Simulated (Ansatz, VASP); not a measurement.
SrO: VASP beside Ansatz

File INCAR:

```
ALGO = Normal
EDIFF = 1E-7
ENCUT = 520
GGA = PS
ISIF = 2
ISMEAR = -1
LASPH = T
LCHARG = F
LREAL = F
LWAVE = F
NBANDS = 15
NELM = 60
PREC = Accurate
SIGMA = 0.05
```

File KPOINTS:

```
k-points
0
Gamma
  9 9 9
```

The input POSCAR:

```
SrO
1.0
    0.0000000000      2.5316160185      2.5316160185
    2.5316160185      0.0000000000      2.5316160185
    2.5316160185      2.5316160185      0.0000000000
Sr O
1 1
Direct
    0.5000000000      0.5000000000      0.5000000000
    0.0000000000      0.0000000000      0.0000000000
```

input.yaml

```yaml
crystal:
  lattice:
    - [0.0, 2.5316160185, 2.5316160185]
    - [2.5316160185, 0.0, 2.5316160185]
    - [2.5316160185, 2.5316160185, 0.0]
  atoms:
    - { symbol: Sr, position: [0.5, 0.5, 0.5] }
    - { symbol: O, position: [0.0, 0.0, 0.0] }
hamiltonian:
  xc: pbesol
  pseudopotentials: { kind: paw, source: ansatz }
kpoints:
  mp_grid: { grid: [9, 9, 9] }
scf:
  occupations: { method: fermi_dirac, width: 0.05 }
output:
  forces: true
  stress: true
  eigenvalues: true
```

Alike in both runs: task single point; functional PBEsol; k mesh 9 × 9 × 9; occupations fermi-dirac, width 0.05 eV; no spin polarisation.

|  | VASP | Ansatz |
| --- | --- | --- |
| version | VASP 6.6.1 | Ansatz 0.2.0 |
| potentials or method | VASP PAW PBE potentials, release 64 (Sr_sv, O) | Ansatz PAW earlier set |
| plane-wave cutoff (eV) | 520 | 930 |
| valence electrons in the cell | 16 | 16 |

|  | VASP | Ansatz | Ansatz less VASP |
| --- | --- | --- | --- |
| gap on the k mesh at the Fermi level (eV) | 3.18 | 3.23 | +0.051 |
| least direct gap on the mesh (eV) | 3.24 | 3.28 | +0.039 |
| pressure (GPa) | 4.3 | 3.5 | -0.74 |

VASP's potentials were made for PBE, not for PBEsol.

Noted on Ansatz's run: odd divisions of the mesh miss points on the zone boundary, where band edges often lie, so the gap on the mesh can be too wide.
